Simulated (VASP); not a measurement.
# EuS (Fm-3m) in VASP: a series of runs

Runs on EuS. Level: PBE+U. Tasks: single point, relaxation of cell and atoms.

Program: VASP 6.6.1. These are calculated values, not measurements. Logs are shortened: lines on timing, memory, paths and dates and some standing lists are left out, and cuts for length are marked.

## 1. The cell of the first run

The structure is cubic, space group Fm-3m (No. 225). The conventional cell has a = 5.986 Å, b = 5.986 Å, c = 5.986 Å, α = 90.00°, β = 90.00°, γ = 90.00°. Within 3.9 Å of Eu (site symmetry m-3m) lie 6 S at 2.99 Å. S (site symmetry m-3m) has 6 Eu at 2.99 Å within 3.9 Å.

## 2. Single point, PBE+U, collinear spin, ferromagnetic start

INCAR

```
PREC = Accurate ; ENCUT = 600
EDIFF = 1E-6 ; ISMEAR = 0
SIGMA = 0.02 ; LREAL = F
LASPH = T ; NELM = 200
ALGO = Normal ; ISIF = 2
LWAVE = F ; LCHARG = F
ISPIN = 2 ; MAGMOM = 7.55 0
LORBIT = 11 ; LMAXMIX = 6
LDAU = T ; LDAUTYPE = 2
LDAUL = 3 -1 ; LDAUU = 6 0
LDAUJ = 0 0 ; LDAUPRINT = 1
GGA = PE ; NBANDS = 22
GGA_COMPAT = F
```

KPOINTS

```
Automatic mesh
0
Gamma
  8 8 8
```

POSCAR

```
EuS
1.0
    0.0000000000      2.9932267466      2.9932267466
    2.9932267466      0.0000000000      2.9932267466
    2.9932267466      2.9932267466      0.0000000000
Eu S
1 1
Direct
    0.5000000000      0.5000000000      0.5000000000
    0.0000000000      0.0000000000      0.0000000000
```

Potentials or basis: VASP PAW PBE potentials, release 64 (Eu, S).

On the command line:

```console
$ cat potpaw_PBE.64/Eu/POTCAR potpaw_PBE.64/S/POTCAR > POTCAR
$ mpirun -np 1 vasp_std > vasp.out
```

OUTCAR:

```text
PREC = Accurate
   ENCUT = 600
   EDIFF = 1E-6
   ISMEAR = 0
   LREAL = F
   LASPH = T
   NELM = 200
   ISIF = 2
   ISPIN = 2
   LORBIT = 11
   GGA = PE

 ion  position               nearest neighbor table
   1  0.500  0.500  0.500-   2 2.99   2 2.99   2 2.99   2 2.99   2 2.99   2 2.99
   2  0.000  0.000  0.000-   1 2.99   1 2.99   1 2.99   1 2.99   1 2.99   1 2.99

  LATTYP: Found a face centered cubic cell.
 ALAT       =     5.9864534932

  Lattice vectors:

 A1 = (   0.0000000000,   2.9932267466,   2.9932267466)
 A2 = (   2.9932267466,   0.0000000000,   2.9932267466)
 A3 = (   2.9932267466,   2.9932267466,   0.0000000000)

Analysis of symmetry for initial positions (statically):
=====================================================================
 Subroutine PRICEL returns:
 Original cell was already a primitive cell.

 Routine SETGRP: Setting up the symmetry group for a
 face centered cubic supercell.

 Subroutine GETGRP returns: Found 48 space group operations
 (whereof 48 operations were pure point group operations)
 out of a pool of 48 trial point group operations.

The static configuration has the point symmetry O_h .

Analysis of symmetry for dynamics (positions and initial velocities):
=====================================================================
 Subroutine PRICEL returns:
 Original cell was already a primitive cell.

 Routine SETGRP: Setting up the symmetry group for a
 face centered cubic supercell.

 Subroutine GETGRP returns: Found 48 space group operations
 (whereof 48 operations were pure point group operations)
 out of a pool of 48 trial point group operations.

The dynamic configuration has the point symmetry O_h .

Analysis of structural, dynamic, and magnetic symmetry:
=====================================================================
 Subroutine PRICEL returns:
 Original cell was already a primitive cell.

 Routine SETGRP: Setting up the symmetry group for a
 face centered cubic supercell.

 Subroutine GETGRP returns: Found 48 space group operations
 (whereof 48 operations were pure point group operations)
 out of a pool of 48 trial point group operations.

The overall configuration has the point symmetry O_h .

 Subroutine INISYM returns: Found 48 space group operations
 (whereof 48 operations are pure point group operations),
 and found     1 'primitive' translations

----------------------------------------------------------------------------------------

                                     Primitive cell

  volume of cell :      53.6351

  direct lattice vectors                    reciprocal lattice vectors
     0.000000000  2.993226747  2.993226747    -0.167043810  0.167043810  0.167043810
     2.993226747  0.000000000  2.993226747     0.167043810 -0.167043810  0.167043810
     2.993226747  2.993226747  0.000000000     0.167043810  0.167043810 -0.167043810

  length of vectors
     4.233061860  4.233061860  4.233061860     0.289328366  0.289328366  0.289328366

  position of ions in fractional coordinates (direct lattice)
     0.500000000  0.500000000  0.500000000
     0.000000000  0.000000000  0.000000000

  ion indices of the primitive-cell ions
   primitive index   ion index
                 1           1
                 2           2

----------------------------------------------------------------------------------------

 KPOINTS: Automatic mesh

Automatic generation of k-mesh.
 Grid dimensions read from file:
 generate k-points for:    8    8    8

 Generating k-lattice:

  Cartesian coordinates                     Fractional coordinates (reciprocal lattice)
    -0.020880476  0.020880476  0.020880476     0.125000000  0.000000000  0.000000000
     0.020880476 -0.020880476  0.020880476     0.000000000  0.125000000  0.000000000
     0.020880476  0.020880476 -0.020880476     0.000000000  0.000000000  0.125000000
[... 57 lines left out ...]
   EDIFF  = 0.1E-05   stopping-criterion for ELM
   LREAL  =      F    real-space projection
   EDIFFG = 0.1E-04   stopping-criterion for IOM
   NSW    =      0    number of steps for IOM
   IBRION =     -1    ionic relax: 0-MD 1-quasi-New 2-CG
   NFREE  =      0    steps in history (QN), initial steepest desc. (CG)
   ISIF   =      2    stress and relaxation
   ISYM   =      2    0-nonsym 1-usesym 2-fastsym
   POTIM  = 0.5000    time-step for ionic-motion
   TEBEG  =    0.0;   TEEND  =   0.0 temperature during run
   PSTRESS=    0.0 pullay stress
   NELECT =      23.0000    total number of electrons
   NUPDOWN=      -1.0000    fix difference up-down
   EMIN   =  10.00;   EMAX   =-10.00  energy-range for DOS
   EFERMI =   0.00;   METHOD = LEGACY
   ISMEAR =     0;   SIGMA  =   0.02  broadening in eV -4-tet -1-fermi 0-gaus
   EFERMI_NEDOS =   21; number of points for ismear=-14 and -15
   IALGO  =     38    algorithm
   IMIX   =      4    mixing-type and parameters
     AMIX     =   0.40;   BMIX     =  1.00
     AMIX_MAG =   1.60;   BMIX_MAG =  1.00
  volume/ion in A,a.u.               =      26.82       180.97
  Fermi-wavevector in a.u.,A,eV,Ry     =   1.234529  2.332921 20.736107  1.524061
  Thomas-Fermi vector in A             =   2.369215
   LORBIT       =     11    0 simple, 1 ext, 2 COOP (PROOUT), +10 PAW based schemes
 LDA+U is selected, type is set to LDAUTYPE =  2
   angular momentum for each species LDAUL =     3   -1
   U (eV)           for each species LDAUU =   6.0  0.0
   J (eV)           for each species LDAUJ =   0.0  0.0
   GGA     = PE    functional components
   LHFCALC =     F    Hartree Fock is set to
   AEXX    =    0.0000 exact exchange contribution
   IVDW    =     0    specifies the selected vdW correction
   LEPSILON=     F    determine dielectric tensor
   LRPA    =     F    only Hartree local field effects (RPA)
 spin polarized calculation
 Gauss-broadening in eV      SIGMA  =   0.02
  energy-cutoff  :      600.00
  volume of cell :       53.64
 maximum number of plane-waves:      1812
 NGX is ok and might be reduce to    36
   NGX = 17   NGY = 17   NGZ = 17

atom =   1  type =  1  l = 3

 onsite density matrix

spin component  1

  0.9752  0.0000 -0.0009 -0.0000  0.0000 -0.0000  0.0000
  0.0000  0.9758 -0.0000 -0.0000 -0.0000  0.0000 -0.0000
 -0.0009 -0.0000  0.9757  0.0000 -0.0000 -0.0000  0.0000
 -0.0000 -0.0000  0.0000  0.9746 -0.0000 -0.0000 -0.0000
  0.0000 -0.0000 -0.0000 -0.0000  0.9757  0.0000  0.0009
 -0.0000  0.0000 -0.0000 -0.0000  0.0000  0.9764 -0.0000
  0.0000 -0.0000  0.0000 -0.0000  0.0009 -0.0000  0.9752

spin component  2

  0.0018 -0.0000  0.0008 -0.0000  0.0000  0.0000 -0.0000
 -0.0000  0.0000  0.0000  0.0000  0.0000 -0.0000  0.0000
  0.0008  0.0000  0.0013 -0.0000 -0.0000  0.0000 -0.0000
 -0.0000  0.0000 -0.0000  0.0024  0.0000  0.0000  0.0000
  0.0000  0.0000 -0.0000  0.0000  0.0013  0.0000 -0.0008
  0.0000 -0.0000  0.0000  0.0000  0.0000  0.0007  0.0000
 -0.0000  0.0000 -0.0000  0.0000 -0.0008  0.0000  0.0018

 occupancies and eigenvectors

  o =  0.0000  v =  0.0000  0.0000  0.0000  0.0000  0.0000  0.0000  0.0000  0.0000  1.0000 -0.0000 -0.0000 -0.0000  0.0000 -0.0000      0.0000  0.0000  0.0000  0.0000  0.0000  0.0000  0.0000  0.0000  0.0000  0.0000  0.0000  0.0000  0.0000  0.0000
  o =  0.0007  v =  0.0000  0.0000  0.0000  0.0000  0.0000  0.0000  0.0000 -0.0029  0.0000  0.0037 -0.0000  0.7906 -0.0013  0.6124      0.0000  0.0000  0.0000  0.0000  0.0000  0.0000  0.0000  0.0000  0.0000  0.0000  0.0000  0.0000  0.0000  0.0000
  o =  0.0007  v =  0.0000  0.0000  0.0000  0.0000  0.0000  0.0000  0.0000 -0.6124  0.0000  0.7906  0.0000 -0.0037 -0.0029 -0.0029      0.0000  0.0000  0.0000  0.0000  0.0000  0.0000  0.0000  0.0000  0.0000  0.0000  0.0000  0.0000  0.0000  0.0000
  o =  0.0007  v =  0.0000  0.0000  0.0000  0.0000  0.0000  0.0000  0.0000 -0.0018 -0.0000  0.0023 -0.0000  0.0010  1.0000  0.0008      0.0000  0.0000  0.0000  0.0000  0.0000  0.0000  0.0000  0.0000  0.0000  0.0000  0.0000  0.0000  0.0000  0.0000
  o =  0.0024  v =  0.0000  0.0000  0.0000  0.0000  0.0000  0.0000  0.0000 -0.0002 -0.0000 -0.0002 -1.0000 -0.0004 -0.0000  0.0006      0.0000  0.0000  0.0000  0.0000  0.0000  0.0000  0.0000  0.0000  0.0000  0.0000  0.0000  0.0000  0.0000  0.0000
  o =  0.0024  v =  0.0000  0.0000  0.0000  0.0000  0.0000  0.0000  0.0000  0.0017  0.0000  0.0013  0.0007 -0.6124  0.0000  0.7906      0.0000  0.0000  0.0000  0.0000  0.0000  0.0000  0.0000  0.0000  0.0000  0.0000  0.0000  0.0000  0.0000  0.0000
  o =  0.0024  v =  0.0000  0.0000  0.0000  0.0000  0.0000  0.0000  0.0000 -0.7906 -0.0000 -0.6124  0.0003 -0.0013 -0.0000  0.0017      0.0000  0.0000  0.0000  0.0000  0.0000  0.0000  0.0000  0.0000  0.0000  0.0000  0.0000  0.0000  0.0000  0.0000
  o =  0.9746  v = -0.7906  0.0000 -0.6124 -0.0000  0.0000 -0.0000  0.0000  0.0000  0.0000  0.0000  0.0000  0.0000  0.0000  0.0000      0.0000  0.0000  0.0000  0.0000  0.0000  0.0000  0.0000  0.0000  0.0000  0.0000  0.0000  0.0000  0.0000  0.0000
  o =  0.9746  v =  0.0000 -0.0000 -0.0000 -0.0147  0.6123 -0.0000 -0.7905  0.0000  0.0000  0.0000  0.0000  0.0000  0.0000  0.0000      0.0000  0.0000  0.0000  0.0000  0.0000  0.0000  0.0000  0.0000  0.0000  0.0000  0.0000  0.0000  0.0000  0.0000
  o =  0.9746  v =  0.0000  0.0000  0.0000 -0.9999 -0.0090 -0.0000  0.0116  0.0000  0.0000  0.0000  0.0000  0.0000  0.0000  0.0000      0.0000  0.0000  0.0000  0.0000  0.0000  0.0000  0.0000  0.0000  0.0000  0.0000  0.0000  0.0000  0.0000  0.0000
  o =  0.9758  v =  0.0000  1.0000  0.0000  0.0000 -0.0000 -0.0000 -0.0000  0.0000  0.0000  0.0000  0.0000  0.0000  0.0000  0.0000      0.0000  0.0000  0.0000  0.0000  0.0000  0.0000  0.0000  0.0000  0.0000  0.0000  0.0000  0.0000  0.0000  0.0000
  o =  0.9764  v =  0.0000  0.0000  0.0000  0.0000  0.6956 -0.4751  0.5388  0.0000  0.0000  0.0000  0.0000  0.0000  0.0000  0.0000      0.0000  0.0000  0.0000  0.0000  0.0000  0.0000  0.0000  0.0000  0.0000  0.0000  0.0000  0.0000  0.0000  0.0000
  o =  0.9764  v = -0.6124  0.0000  0.7906  0.0000 -0.0000  0.0000 -0.0000  0.0000  0.0000  0.0000  0.0000  0.0000  0.0000  0.0000      0.0000  0.0000  0.0000  0.0000  0.0000  0.0000  0.0000  0.0000  0.0000  0.0000  0.0000  0.0000  0.0000  0.0000
  o =  0.9764  v =  0.0000 -0.0000 -0.0000  0.0000 -0.3756 -0.8799 -0.2910  0.0000  0.0000  0.0000  0.0000  0.0000  0.0000  0.0000      0.0000  0.0000  0.0000  0.0000  0.0000  0.0000  0.0000  0.0000  0.0000  0.0000  0.0000  0.0000  0.0000  0.0000

 number of electron      22.9999997 magnetization       6.9999951

 Free energy of the ion-electron system (eV)
  ---------------------------------------------------
  ext. energy  EPLUGINS =         0.00000000
  ---------------------------------------------------
  free energy    TOTEN  =       -19.14546669 eV

  energy without entropy =      -19.14546669  energy(sigma->0) =      -19.14546669

 E-fermi :   3.3054     XC(G=0):  -9.4847

 val. band max:        3.1066142318   @ k =   0.0000   0.0000   0.0000
 cond. band min:       3.6055522398   @ k =   0.5000   0.5000   0.0000
 fundamental gap:      0.4989380080
 Fermi energy:         3.3054388381

 spin component 1

 k-point     1 :       0.0000    0.0000    0.0000
  band No.  band energies     occupation
      1     -36.5136      1.00000
      2     -15.3975      1.00000
      3     -15.3975      1.00000
      4     -15.3975      1.00000
      5      -9.2067      1.00000
      6       1.1818      1.00000
[... 1193 lines left out ...]
     21      13.1985      0.00000
     22      13.3504      0.00000

 [... further k-points ...]
[... 5 lines left out ...]
  --------------------------------------------------------------------------------------
  -------------------------------------------------------------------------------------
  Total        0.1008579      0.1008579      0.1008579      0.0000000      0.0000000     -0.0000000
  in kB        3.0128108      3.0128108      3.0128108      0.0000000      0.0000000     -0.0000000
  external PRESSURE =       3.0128108 kB  Pullay stress =       0.0000000 kB

 VOLUME and BASIS-vectors are now :
 -----------------------------------------------------------------------------
  energy-cutoff  :      600.00
  volume of cell :       53.64
      direct lattice vectors                 reciprocal lattice vectors
     0.000000000  2.993226747  2.993226747    -0.167043810  0.167043810  0.167043810
     2.993226747  0.000000000  2.993226747     0.167043810 -0.167043810  0.167043810
     2.993226747  2.993226747  0.000000000     0.167043810  0.167043810 -0.167043810

 POSITION                                       TOTAL-FORCE (eV/Angst)
 -----------------------------------------------------------------------------------
      2.99323      2.99323      2.99323        -0.000000     -0.000000     -0.000000
      0.00000      0.00000      0.00000         0.000000      0.000000      0.000000
 -----------------------------------------------------------------------------------
    total drift:                                0.000000      0.000000      0.000000

  FREE ENERGIE OF THE ION-ELECTRON SYSTEM (eV)
  ---------------------------------------------------
  free  energy   TOTEN  =       -19.1454666852 eV

  energy  without entropy=      -19.1454666852  energy(sigma->0) =      -19.14546669

 total charge

# of ion       s       p       d       f       tot
--------------------------------------------------
    1        2.029   5.788   0.237   6.830  14.884
    2        1.316   2.446   0.000   0.000   3.763
--------------------------------------------------
tot          3.345   8.234   0.237   6.830  18.647

 magnetization (x)

# of ion       s       p       d       f       tot
--------------------------------------------------
    1       -0.016  -0.118   0.044   6.813   6.723
    2       -0.006  -0.055   0.000   0.000  -0.061
--------------------------------------------------
tot         -0.022  -0.173   0.044   6.813   6.662
```

It took 56 s on 1 thread of Intel Xeon Platinum 8559C (Emerald Rapids), shared host; peak memory 0.28 GiB.

Results:

```
Free energy                                           : -19.1455 eV
Pressure                                              : 0.3 GPa
Band gap on the k mesh                                : 0.50 eV, indirect (least direct gap 0.77 eV)
Net moment                                            : 7.00 μB per cell
Site moments                                          : Eu +6.72; S -0.06 μB
Valence electrons inside the program's atomic spheres : Eu 14.88; S 3.76
```

Eigenvalues of the final occupation matrices:
```
    site  spin  trace                         eigenvalues
site 1 f     1   6.83  0.97 0.97 0.97 0.98 0.98 0.98 0.98
site 1 f     2   0.01  0.00 0.00 0.00 0.00 0.00 0.00 0.00
```

Caveat: spin-orbit coupling is left out, which moves the levels of the heavy elements; a cell with one magnetic atom can't hold antiferromagnetic order, which such compounds often take.

## 3. Relaxation of cell and atoms, PBE+U, collinear spin, ferromagnetic start

This run uses another cell than the first one, of 26.42 Å³/atom, 0.985 times its volume.

INCAR

```
PREC     = Accurate       # precision mode
ENCUT    = 600            # plane-wave cutoff, eV
EDIFF    = 1E-7           # SCF threshold, eV
ISMEAR   = 0              # smearing method
SIGMA    = 0.02           # smearing width, eV
LREAL    = F              # projectors in reciprocal space
LASPH    = T              # aspherical terms in the spheres
NELM     = 200            # most SCF steps
ALGO     = Normal         # electronic algorithm
ISIF     = 3              # what is computed and relaxed
LWAVE    = F              # write WAVECAR
LCHARG   = F              # write CHGCAR
ISPIN    = 2              # spin polarisation
MAGMOM   = 7.55 0         # initial moments
LORBIT   = 11             # projections on sites
LMAXMIX  = 6              # l up to which the mixer works
LDAU     = T              # DFT+U
LDAUTYPE = 2            
LDAUL    = 3 -1           # shell
LDAUU    = 6 0            # U, eV
LDAUJ    = 0 0          
LDAUPRINT= 1            
GGA      = PE             # functional
IBRION   = 2              # ionic algorithm
NSW      = 100            # ionic steps
EDIFFG   = -0.005         # ionic threshold
GGA_COMPAT= F            
NELMIN   = 4
```

KPOINTS

```
regular mesh
0
Gamma
  8 8 8
```

POSCAR

```
EuS
1.0
    0.0000000000      2.9785018670      2.9785018670
    2.9785018670      0.0000000000      2.9785018670
    2.9785018670      2.9785018670      0.0000000000
Eu S
1 1
Direct
    0.5000000000      0.5000000000      0.5000000000
    0.0000000000      0.0000000000      0.0000000000
```

Potentials or basis: VASP PAW PBE potentials, release 64 (Eu, S).

On the command line:

```console
$ cat potpaw_PBE.64/Eu/POTCAR potpaw_PBE.64/S/POTCAR > POTCAR
$ mpirun -np 1 vasp_std > vasp.out
```

Wall time 2.1 min (1 thread of Intel Xeon Platinum 8559C (Emerald Rapids), shared host); peak memory 0.29 GiB.

The run converged. Its results:

| Item | Value |
| --- | --- |
| Free energy | -19.1456 eV |
| Relaxed volume | 26.96 Å³/atom |
| Relaxed cell | a = 4.241 Å, b = 4.241 Å, c = 4.241 Å, α = 60.00°, β = 60.00°, γ = 60.00° |
| Space group after relaxing (to 0.05 Å) | Fm-3m (No. 225) |
| Energy gained by relaxing | 1.7 meV/atom |
| Ionic steps | 3 |
| Pressure after relaxing | 0.0 GPa |
| Band gap on the k mesh | 0.53 eV, indirect (least direct gap 0.79 eV) |
| Net moment | 7.00 μB per cell |
| Site moments | Eu +6.72; S -0.06 μB |
| Valence electrons inside the program's atomic spheres | Eu 14.88; S 3.76 |

The path:
```
step  energy change (eV)  largest force (eV/Å)  pressure (GPa)  volume (Å³)
   1              0.0000                0.0000            1.04        52.85
   2             -0.0034                0.0000           -0.24        54.17
   3             -0.0035                0.0000            0.01        53.93
```

Final structure:
```yaml
crystal:
  lattice:
    - [0.00000, 2.99864, 2.99864]
    - [2.99864, 0.00000, 2.99864]
    - [2.99864, 2.99864, 0.00000]
  atoms:
    - { symbol: Eu, position: [0.50000, 0.50000, 0.50000] }
    - { symbol: S, position: [0.00000, 0.00000, 0.00000] }
```

Levels at points of the mesh, in eV from the valence-band top:
Spin up:
| k point | band 13 | band 14 | band 15 | band 16 | band 17 | band 18 |
| --- | --- | --- | --- | --- | --- | --- |
| (0.00, 0.00, 0.00) | 0.00 | 0.00 | 0.00 | 1.99 | 2.42 | 2.42 |
| (0.50, 0.00, 0.00) | -0.58 | -0.56 | -0.55 | 4.10 | 4.52 | 5.00 |
| (0.50, 0.50, 0.00) | -0.58 | -0.27 | -0.27 | 0.53 | 4.41 | 4.42 |
Spin down:
```csv
k point,band 4,band 5,band 6,band 7,band 8,band 9,band 10,band 11,band 12,band 13
"(0.00, 0.00, 0.00)",-16.22,-12.30,-1.44,-1.44,-1.44,2.43,3.06,3.06,3.06,4.01
"(0.50, 0.00, 0.00)",-16.25,-11.33,-3.97,-2.58,-2.58,4.26,5.20,5.97,5.97,7.48
"(0.50, 0.50, 0.00)",-16.35,-11.97,-2.60,-1.80,-1.80,1.04,5.00,5.27,6.73,7.23
```

Eigenvalues of the final occupation matrices:
| site | spin | trace | eigenvalues |
| --- | --- | --- | --- |
| site 1 f | 1 | 6.83 | 0.97 0.97 0.97 0.98 0.98 0.98 0.98 |
| site 1 f | 2 | 0.01 | 0.00 0.00 0.00 0.00 0.00 0.00 0.00 |

Caveat: spin-orbit coupling is left out, which moves the levels of the heavy elements; a cell with one magnetic atom can't hold antiferromagnetic order, which such compounds often take.
